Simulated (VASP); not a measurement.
Hf, 2 atoms in the cell. The typed cell holds 2 atoms: a = 3.205 Å, b = 3.205 Å, c = 5.064 Å, α = 90.00°, β = 90.00°, γ = 120.00°.  This cell differs from its parent crystal: atom 2 (Hf) moved by [0.11547, 0.11547, 0.11547] A.

| Item | Value |
| --- | --- |
| Program | VASP 6.6.1 |
| Task | electric field gradients |
| Functional | PBE |
| Potentials or basis | VASP PAW PBE potentials, release 64 (Hf_pv) |
| Cutoff | 400 eV |
| k mesh | 14 × 14 × 8 |
| Occupations | fermi-dirac, width 0.05 eV |
| Spin | no spin polarisation |
| Dipole correction | no |
| Further INCAR settings | ALGO = Normal; EDIFF = 1e-08; NBANDS = 17 |

Potentials or basis: VASP PAW PBE potentials, release 64 (Hf_pv).

Launch:

```sh
$ cat potpaw_PBE.64/Hf_pv/POTCAR > POTCAR
$ mpirun -np 1 vasp_std > vasp.out
```

Hardware: 1 thread of Intel Xeon 8259CL, with other jobs on the host.

**Question.** How long does it take, and how much memory?

**Answer.** Run time: 9.2 min on 1 thread of Intel Xeon 8259CL, on a shared host, peak memory 0.44 GiB. Counts: scf iterations 16, k points 788.
